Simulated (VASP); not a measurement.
The system is Ba.

```
CELL_PARAMETERS angstrom
0.00000 3.23267 3.23267
3.23267 0.00000 3.23267
3.23267 3.23267 0.00000
ATOMIC_POSITIONS crystal
Ba 0.00000 0.00000 0.00000
```

- Program: VASP 6.6.1
- Task: relaxation of cell and atoms
- Functional: LDA
- Potentials or basis: VASP PAW LDA potentials, release 64 (Ba_sv)
- Cutoff: 600 eV
- k mesh: 5 × 5 × 5, shifted
- Occupations: tetrahedron
- Spin: non-collinear spin, zero start, spin-orbit coupling
- Starting moments: [[0.0, 0.0, 0.0]] μB

At the start: pressure -1.5 GPa; volume 67.56 Å³/atom.

Problem. Where does the relaxation end?

Solution. Over 7 steps the energy falls by 72.9 meV/atom and the volume is 55.95 Å³/atom (-17.2 %); space group Fm-3m (No. 225, to 0.05 Å); moment 0.00 μB per cell.

The path:
```csv
step,energy change (eV),largest force (eV/Å),pressure (GPa),volume (Å³)
1,0.0000,0.0000,-1.47,67.56
2,-0.0465,0.0000,-0.83,61.67
3,-0.0617,0.0000,-0.49,59.10
4,-0.0745,0.0000,0.33,54.17
5,-0.0726,0.0000,-0.01,56.04
6,-0.0730,0.0000,0.04,55.83
7,-0.0729,0.0000,0.00,55.95
```

Final structure:
```
CELL_PARAMETERS angstrom
-0.00175 3.03453 3.03453
3.03452 -0.00175 3.03452
3.03498 3.03498 -0.00221
ATOMIC_POSITIONS crystal
Ba 0.00000 0.00000 0.00000
```

Caveat: the volume moved by over 15 % at a fixed basis, so the end points are rough.
